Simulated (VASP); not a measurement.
Wanted: the native input for a VASP 6.6.1 run.

- Task: single point
- Functional: r2SCAN
- Potentials or basis: VASP PAW PBE potentials, release 64 (Al, Pb_d, Mg)
- Cutoff: 520 eV
- k mesh: 5 × 5 × 3
- Occupations: gaussian, width 0.1049 eV
- Spin: no spin polarisation
- Dipole correction: no
- Further INCAR settings: ALGO = Normal; EDIFF = 1e-06; NBANDS = 26

The system is MgAl2Pb2.

```xyz
5
Lattice="4.4050 0.0000 0.0000 -2.2025 3.8148 0.0000 0.0000 0.0000 7.5961" Properties=species:S:1:pos:R:3 pbc="T T T"
Al    0.0000    2.5432    3.0419
Al    2.2025    1.2716    4.5542
Pb    0.0000    2.5432    5.9040
Pb    2.2025    1.2716    1.6921
Mg    0.0000    0.0000    0.0000
```

These files were run (other wordings do the same):

POSCAR

```
MgAl2Pb2
1.0
    4.4049699314      0.0000003044      0.0000000000
   -2.2024852293      3.8148157113      0.0000000000
    0.0000000000      0.0000000000      7.5960838030
Al Pb Mg
2 2 1
Direct
    0.3333333333      0.6666666667      0.4004584392
    0.6666666667      0.3333333333      0.5995415608
    0.3333333333      0.6666666667      0.7772426084
    0.6666666667      0.3333333333      0.2227573916
    0.0000000000      0.0000000000      0.0000000000
```

INCAR.step1

```
  ALGO = Normal
  EDIFF = 1E-4
  ENCUT = 520
  GGA = PE
  ISMEAR = 0
  LASPH = True
  LCHARG = False
  LREAL = False
  LWAVE = True
  NBANDS = 26
  NELM = 60
  PREC = Accurate
  SIGMA = 0.1049
```

INCAR.step2

```
  ALGO = Normal
  EDIFF = 1E-6
  ENCUT = 520
  ISIF = 2
  ISMEAR = 0
  ISTART = 1
  LASPH = True
  LCHARG = False
  LMIXTAU = True
  LREAL = False
  LWAVE = False
  METAGGA = R2SCAN
  NBANDS = 26
  NELM = 60
  PREC = Accurate
  SIGMA = 0.1049
```

KPOINTS

```
k-points
0
Gamma
  5 5 3
```

Potentials or basis: VASP PAW PBE potentials, release 64 (Al, Pb_d, Mg).

The run is started by

```sh
$ cat potpaw_PBE.64/Al/POTCAR potpaw_PBE.64/Pb_d/POTCAR potpaw_PBE.64/Mg/POTCAR > POTCAR
$ cp INCAR.step1 INCAR
$ mpirun -np 1 vasp_std > vasp.out
$ cp INCAR.step2 INCAR
$ mpirun -np 1 vasp_std > vasp.out
```

Results of the run:

```json
{
 "Pressure": "-0.1 GPa",
 "Largest force": "0.007 eV/Å",
 "Band gap on the k mesh": "zero (band 18 reaches 6.74 eV, above the bottom of band 19 at 4.97 eV)"
}
```

Caveat: the PAW data sets were made with another functional, which shifts forces and pressure a little; spin-orbit coupling is left out, which moves the levels of the heavy elements.

Run time: 110 s on 1 thread of Intel(R) Xeon(R) Platinum 8488C (Sapphire Rapids) (shared host), peak memory 0.3 GiB.
